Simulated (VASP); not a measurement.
Wanted: the native input for a VASP 6.6.1 run.

```yaml
Task: single point
Functional: LDA
Potentials_or_basis: VASP PAW LDA potentials, release 64 (Ga_d, Sb)
Cutoff: 520 eV
k_mesh: 16 × 16 × 16
Occupations: gaussian, width 0.15 eV
Spin: no spin polarisation
Dipole_correction: no
Further_INCAR_settings: ALGO = Normal; EDIFF = 1e-06; NBANDS = 16
```

The structure of GaSb lies in POSCAR:

```
GaSb
1.0
   -1.6389533483      2.4053193276      2.8041297762
    1.6389533483     -2.4053193276      2.8041297762
    1.6389533483      2.4053193276     -2.8041297762
Ga Sb
1 1
Direct
    0.0000000000      0.0000000000      0.0000000000
    0.5000000000      0.5000000000      0.0000000000
```

This cell differs from its parent crystal: strain +e along x and -e along y +0.0400, strain +e along z and -e/2 along x and y +0.0000.

These files were run (other wordings do the same):

INCAR

```
PREC = Accurate ; ENCUT = 520
EDIFF = 1E-6 ; ISMEAR = 0
SIGMA = 0.15 ; LREAL = F
LASPH = T ; NELM = 100
ALGO = Normal ; ISIF = 2
LWAVE = F ; LCHARG = F
GGA = CA ; NBANDS = 16
```

KPOINTS

```
Automatic mesh
0
Gamma
  16 16 16
```

Potentials or basis: VASP PAW LDA potentials, release 64 (Ga_d, Sb).

The run is started by

```sh
$ cat potpaw_LDA.64/Ga_d/POTCAR potpaw_LDA.64/Sb/POTCAR > POTCAR
$ mpirun -np 1 vasp_std > vasp.out
```

Results of the run:

| Property | Result |
| --- | --- |
| Pressure | 0.4 GPa |
| Band gap on the k mesh | zero (bands 9 and 10 overlap by 6.15 eV) |

Caveat: the cell differs from its parent crystal (strain +e along x and -e along y +0.0400, strain +e along z and -e/2 along x and y +0.0000); spin-orbit coupling is left out, which moves the levels of the heavy elements.

Wall time 2.4 min on 1 thread of Intel(R) Xeon(R) 6975P-C (Granite Rapids), with other jobs on the host, peak memory 0.52 GiB.
